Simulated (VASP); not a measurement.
# B16HN16 (a cell with a defect) in VASP: notebook

Runs on B16HN16 (a cell with a defect). Level: PBE+D3(BJ). Tasks: single point.

Everything below comes from runs of VASP 6.6.1. Logs are shortened: lines on timing, memory, paths and dates and some standing lists are left out, and cuts for length are marked.

## (1) The cell of the first run

The cell holds a defect, 33 atoms: a = 6.660 Å, b = 6.660 Å, c = 6.660 Å, α = 97.63°, β = 97.63°, γ = 97.63°.

## (2) Single point, PBE+D3(BJ)

Input file INCAR:

```
PREC     = Accurate       # precision mode
ENCUT    = 520            # plane-wave cutoff, eV
EDIFF    = 1E-6           # SCF threshold, eV
ISMEAR   = 0              # smearing method
SIGMA    = 0.02           # smearing width, eV
LREAL    = Auto         
LASPH    = T              # aspherical terms in the spheres
NELM     = 80             # most SCF steps
ALGO     = Normal         # electronic algorithm
ISIF     = 2              # what is computed and relaxed
LWAVE    = F              # write WAVECAR
LCHARG   = F              # write CHGCAR
GGA      = PE             # functional
IVDW     = 12             # dispersion correction
NBANDS   = 86             # bands
NELECT   = 128.0
```

Input file KPOINTS:

```
Automatic mesh
0
Gamma
  2 2 2
  0.5 0.5 0.5
```

Input file POSCAR:

```
B16HN16
1.0
   -5.0122276282      2.8938109704      3.2948837601
    0.0000000000     -5.7876219408      3.2948837600
    5.0122276282      2.8938109704      3.2948837601
B N H
16 16 1
Direct
    0.2476360437      0.7476563666      0.9994911628
    0.5024198560      0.5036507628      1.0036810090
    0.7537020603      0.2524156807      1.0037024779
    0.9968064979      0.7467746228      0.2468062427
    0.9977083178      0.9976297391      0.9995156978
    0.2476163559      0.4994391790      0.2476648373
    0.5011123847      0.2510822854      0.2506058050
    0.7494909432      0.7476549223      0.4976340657
    0.7495189375      0.9976323205      0.2477109219
    0.9976614535      0.4994363361      0.4976123364
    0.2512292048      0.2618182204      0.5012290238
    0.5010882044      0.7505642354      0.7510886220
    0.5118846443      1.0012395147      0.5012616231
    0.7536749879      0.5036455192      0.7524174632
    1.0005977757      0.2510729428      0.7511031213
    0.2512584446      1.0012366449      0.7618755175
    0.5834219718      0.0827374228      0.3327356317
    0.8311379623      0.8308111576      0.3308404527
    0.0808021281      0.5810667474      0.3308013486
    0.3637411587      0.1137196701      0.6137433719
    0.3327236822      0.3333451838      0.3326953515
    0.5833910516      0.8326838119      0.5827352553
    0.8326076129      0.5825777212      0.5823388516
    0.0827319079      0.0827334913      0.8334174870
    0.0826899389      0.3333412913      0.5827175086
    0.3327390826      0.8326875241      0.8333929208
    0.5844496776      0.5844168476      0.8344514917
    0.8326585604      0.0823598042      0.0826581057
    0.8344630357      0.3344427655      0.8344726123
    0.0808384106      0.8308085375      0.0811364817
    0.3323409575      0.5825803587      0.0826100807
    0.5844853015      0.3344572225      0.0844764859
    0.4696070640      0.2196692575      0.7196152625
```

Potentials or basis: VASP PAW PBE potentials, release 64 (B, N, H).

Command:

```bash
$ cat potpaw_PBE.64/B/POTCAR potpaw_PBE.64/N/POTCAR potpaw_PBE.64/H/POTCAR > POTCAR
$ mpirun -np 1 vasp_std > vasp.out
```

OUTCAR:

```text
PREC = Accurate
   ENCUT = 520
   EDIFF = 1E-6
   ISMEAR = 0
   LREAL = Auto
   LASPH = T
   NELM = 80
   ISIF = 2
   GGA = PE
   IVDW = 12
   NELECT = 128.0
 IVDW          = 12

 ion  position               nearest neighbor table
   1  0.248  0.748  0.999-  31 1.44  30 1.44  26 1.45
   2  0.502  0.504  0.004-  31 1.44  32 1.45  27 1.45
   3  0.754  0.252  0.004-  28 1.44  29 1.45  32 1.45
   4  0.997  0.747  0.247-  30 1.45  19 1.45  18 1.45
   5  0.998  0.998  1.000-  28 1.44  30 1.44  24 1.45
   6  0.248  0.499  0.248-  31 1.44  19 1.44  21 1.45
[... 11 lines left out ...]
  18  0.831  0.831  0.331-   8 1.44   9 1.44   4 1.45
  19  0.081  0.581  0.331-   6 1.44  10 1.44   4 1.45
  20  0.364  0.114  0.614-  33 1.05  16 1.53  11 1.53  13 1.53
  21  0.333  0.333  0.333-  11 1.42   7 1.45   6 1.45
  22  0.583  0.833  0.583-  13 1.42  12 1.45   8 1.45
  23  0.833  0.583  0.582-   8 1.44  10 1.44  14 1.44
  24  0.083  0.083  0.833-  16 1.42  15 1.45   5 1.45
  25  0.083  0.333  0.583-  11 1.42  15 1.45  10 1.45
  26  0.333  0.833  0.833-  16 1.42  12 1.45   1 1.45
  27  0.584  0.584  0.834-  12 1.44   2 1.45  14 1.45
  28  0.833  0.082  0.083-   5 1.44   9 1.44   3 1.44
  29  0.834  0.334  0.834-  15 1.44  14 1.45   3 1.45
  30  0.081  0.831  0.081-   1 1.44   5 1.44   4 1.45
  31  0.332  0.583  0.083-   6 1.44   1 1.44   2 1.44
  32  0.584  0.334  0.084-   7 1.44   2 1.45   3 1.45
  33  0.470  0.220  0.720-  20 1.05

  LATTYP: Found a trigonal (rhomboedric) cell.
 ALAT       =     6.6597917927
 COS(alpha) =    -0.1328444049

  Lattice vectors:

 A1 = (  -5.0122276282,   2.8938109704,   3.2948837601)
 A2 = (   0.0000000000,  -5.7876219408,   3.2948837600)
 A3 = (   5.0122276282,   2.8938109704,   3.2948837601)

Analysis of symmetry for initial positions (statically):
=====================================================================
 Subroutine PRICEL returns:
 Original cell was already a primitive cell.

 Routine SETGRP: Setting up the symmetry group for a
 trigonal (rhombohedral) supercell.

 Subroutine GETGRP returns: Found  1 space group operations
 (whereof  1 operations were pure point group operations)
 out of a pool of 12 trial point group operations.

The static configuration has the point symmetry C_1 .

Analysis of symmetry for dynamics (positions and initial velocities):
=====================================================================
 Subroutine PRICEL returns:
[... 154 lines left out ...]
   IBRION =     -1    ionic relax: 0-MD 1-quasi-New 2-CG
   NFREE  =      0    steps in history (QN), initial steepest desc. (CG)
   ISIF   =      2    stress and relaxation
   ISYM   =      2    0-nonsym 1-usesym 2-fastsym
   POTIM  = 0.5000    time-step for ionic-motion
   TEBEG  =    0.0;   TEEND  =   0.0 temperature during run
   PSTRESS=    0.0 pullay stress
   NELECT =     128.0000    total number of electrons
   NUPDOWN=      -1.0000    fix difference up-down
   EMIN   =  10.00;   EMAX   =-10.00  energy-range for DOS
   EFERMI =   0.00;   METHOD = LEGACY
   ISMEAR =     0;   SIGMA  =   0.02  broadening in eV -4-tet -1-fermi 0-gaus
   EFERMI_NEDOS =   21; number of points for ismear=-14 and -15
   IALGO  =     38    algorithm
   IMIX   =      4    mixing-type and parameters
     AMIX     =   0.40;   BMIX     =  1.00
     AMIX_MAG =   1.60;   BMIX_MAG =  1.00
  volume/ion in A,a.u.               =       8.69        58.64
  Fermi-wavevector in a.u.,A,eV,Ry     =   1.251163  2.364356 21.298697  1.565410
  Thomas-Fermi vector in A             =   2.385124
   LORBIT       =      0    0 simple, 1 ext, 2 COOP (PROOUT), +10 PAW based schemes
   GGA     = PE    functional components
   LHFCALC =     F    Hartree Fock is set to
   AEXX    =    0.0000 exact exchange contribution
   IVDW    =    12    specifies the selected vdW correction
   LEPSILON=     F    determine dielectric tensor
   LRPA    =     F    only Hartree local field effects (RPA)
 non-spin polarized calculation
 Gauss-broadening in eV      SIGMA  =   0.02
  energy-cutoff  :      520.00
  volume of cell :      286.74
 maximum number of plane-waves:      7728
 NGX is ok and might be reduce to    50
   NGX = 25   NGY = 25   NGZ = 25

 number of electron     128.0000024 magnetization

 Free energy of the ion-electron system (eV)
  ---------------------------------------------------
  ext. energy  EPLUGINS =         0.00000000
  ---------------------------------------------------
  free energy    TOTEN  =      -287.75782959 eV

  energy without entropy =     -287.75782959  energy(sigma->0) =     -287.75782959

 E-fermi :   2.3783     XC(G=0): -10.1199

 val. band max:        2.2022677353   @ k =  -0.2500   0.2500   0.2500
 cond. band min:       6.6251530406   @ k =   0.2500   0.2500   0.2500
 fundamental gap:      4.4228853054
 Fermi energy:         2.3782811681

 k-point     1 :       0.2500    0.2500    0.2500
  band No.  band energies     occupation
      1     -15.7678      2.00000
      2     -14.8257      2.00000
      3     -14.2155      2.00000
      4     -14.2155      2.00000
      5     -13.9678      2.00000
      6     -13.9505      2.00000
[... 305 lines left out ...]
     75       9.7881      0.00000
     76       9.8071      0.00000
 [bands above 76 left out]

------------------------ aborting loop because EDIFF is reached ----------------------------------------

 Edisp (eV)   -4.68428

 E8    (eV) :    -1.3670

  FORCE on cell =-STRESS in cart. coord.  units (eV):
  Direction    XX          YY          ZZ          XY          YZ          ZX
  --------------------------------------------------------------------------------------
  -------------------------------------------------------------------------------------
  Total      -4.03583    -4.04097    -8.56765    -0.00176     0.00066     0.00008
  in kB     -22.55023   -22.57899   -47.87183    -0.00984     0.00367     0.00046
  external pressure =      -31.00 kB  Pullay stress =        0.00 kB

 VOLUME and BASIS-vectors are now :
 -----------------------------------------------------------------------------
  energy-cutoff  :      520.00
  volume of cell :      286.74
      direct lattice vectors                 reciprocal lattice vectors
    -5.012227628  2.893810970  3.294883760    -0.099756044  0.057594179  0.101166948
     0.000000000 -5.787621941  3.294883760     0.000000000 -0.115188358  0.101166948
     5.012227628  2.893810970  3.294883760     0.099756044  0.057594179  0.101166948

 POSITION                                       TOTAL-FORCE (eV/Angst)
 -----------------------------------------------------------------------------------
      3.76847     -0.71820      6.57258        -0.003097     -0.000324     -0.000581
     -2.49979     -1.45038      3.32701         0.001143     -0.001663      0.000299
     -3.75917      0.73090      3.32724        -0.000678      0.001608      0.000406
     -3.75917     -0.72327      6.55809         0.000294     -0.000329     -0.001665
      0.00906      0.00568      9.86770         0.000940     -0.000962     -0.000355
      0.00024     -1.45732      3.27749        -0.001262      0.002533     -0.000305
[... 25 lines left out ...]
     -2.50616      0.00014      3.30615         0.000938      0.000744     -0.002177
      1.25310      2.17002      4.64213        -0.000110      0.000846      0.029771
 -----------------------------------------------------------------------------------
    total drift:                                0.001613     -0.000738      0.008343

  FREE ENERGIE OF THE ION-ELECTRON SYSTEM (eV)
  ---------------------------------------------------
  free  energy   TOTEN  =      -292.4421050363 eV

  energy  without entropy=     -292.4421050363  energy(sigma->0) =     -292.44210504
```

OSZICAR:

```text
N       E                     dE             d eps       ncg     rms          rms(c)
DAV:   1     0.643479490338E+03    0.64348E+03   -0.65953E+04   688   0.140E+03
DAV:   2    -0.257885841439E+03   -0.90137E+03   -0.84875E+03   872   0.323E+02
DAV:   3    -0.314120323676E+03   -0.56234E+02   -0.55771E+02   832   0.834E+01
DAV:   4    -0.315123682507E+03   -0.10034E+01   -0.10012E+01   832   0.119E+01
DAV:   5    -0.315146400504E+03   -0.22718E-01   -0.22704E-01   816   0.171E+00    0.317E+01
DAV:   6    -0.290601655670E+03    0.24545E+02   -0.69187E+01   792   0.260E+01    0.144E+01
DAV:   7    -0.288376603672E+03    0.22251E+01   -0.41638E+00   792   0.702E+00    0.891E+00
DAV:   8    -0.287765199697E+03    0.61140E+00   -0.20737E+00   768   0.450E+00    0.103E+00
DAV:   9    -0.287751822111E+03    0.13378E-01   -0.10777E-01   776   0.119E+00    0.522E-01
DAV:  10    -0.287756518417E+03   -0.46963E-02   -0.99434E-03   776   0.382E-01    0.183E-01
DAV:  11    -0.287757611795E+03   -0.10934E-02   -0.20154E-03   760   0.174E-01    0.674E-02
DAV:  12    -0.287757757483E+03   -0.14569E-03   -0.24872E-04   832   0.774E-02    0.355E-02
DAV:  13    -0.287757824637E+03   -0.67154E-04   -0.10073E-04   744   0.377E-02    0.148E-02
DAV:  14    -0.287757828851E+03   -0.42137E-05   -0.15488E-05   768   0.149E-02    0.350E-03
DAV:  15    -0.287757829586E+03   -0.73502E-06   -0.17516E-06   648   0.532E-03
   1 F= -.29244211E+03 E0= -.29244211E+03  d E =-.193370E-35
```

stdout:

```text
POSCAR found type information on POSCAR B N H
 POSCAR found :  3 types and      33 ions
 scaLAPACK will be used
 LDA part: xc-table for (Slater+PW92), standard interpolation
 POSCAR, INCAR and KPOINTS ok, starting setup
 FFT: planning ... GRIDC
 FFT: planning ... GRID_SOFT
 FFT: planning ... GRID
 WAVECAR not read
 entering main loop
 the old and the new charge density differ
 old charge density:   129.00000 new  128.00000
    0.317E+01
```

Wall time 81 s (1 thread of Intel Xeon 6975P-C (Granite Rapids), shared host); peak memory 0.36 GiB.

What came out:

| Property | Result |
| --- | --- |
| Free energy | -292.4421 eV |
| Largest force | 0.030 eV/Å |
| Dispersion energy per atom | -0.142 eV |

Forces on the atoms (eV/Å):
```
B   -0.003  0.000 -0.001
B    0.001 -0.002  0.000
B   -0.001  0.002  0.000
B    0.000  0.000 -0.002
B    0.001 -0.001  0.000
B   -0.001  0.003  0.000
B    0.003  0.002  0.000
B    0.003  0.000  0.000
B    0.001 -0.002  0.000
B    0.001 -0.001  0.000
B    0.000  0.000 -0.006
B    0.000 -0.003  0.000
B    0.000  0.001 -0.006
B   -0.002 -0.001  0.000
B   -0.003  0.002 -0.001
B    0.000  0.001 -0.006
N    0.001 -0.001  0.000
N   -0.001  0.001  0.000
N    0.000 -0.001  0.000
N   -0.001  0.000 -0.009
N   -0.001  0.001  0.000
N    0.001  0.000  0.001
N    0.001  0.000  0.001
N   -0.001 -0.001  0.000
N    0.001  0.002  0.001
N   -0.001  0.000  0.000
N    0.000 -0.001 -0.001
N    0.000  0.000  0.000
N   -0.001  0.000 -0.001
N    0.000  0.000  0.000
N    0.000  0.000  0.001
N    0.001  0.001 -0.002
H    0.000  0.001  0.030
```

Levels at points of the mesh, in eV from the Fermi level:
```tsv
k point	band 61	band 62	band 63	band 64	band 65	band 66	band 67	band 68
(0.25, 0.25, 0.25)	-1.04	-0.89	-0.89	-0.86	4.25	4.94	4.94	5.32
```

Caveat: the cell carries a net charge on a neutralising background, which shifts energy and pressure; the cell is charged against a uniform background, so pressure and absolute levels hang on convention.

(Part 1 of 3 ends here.)
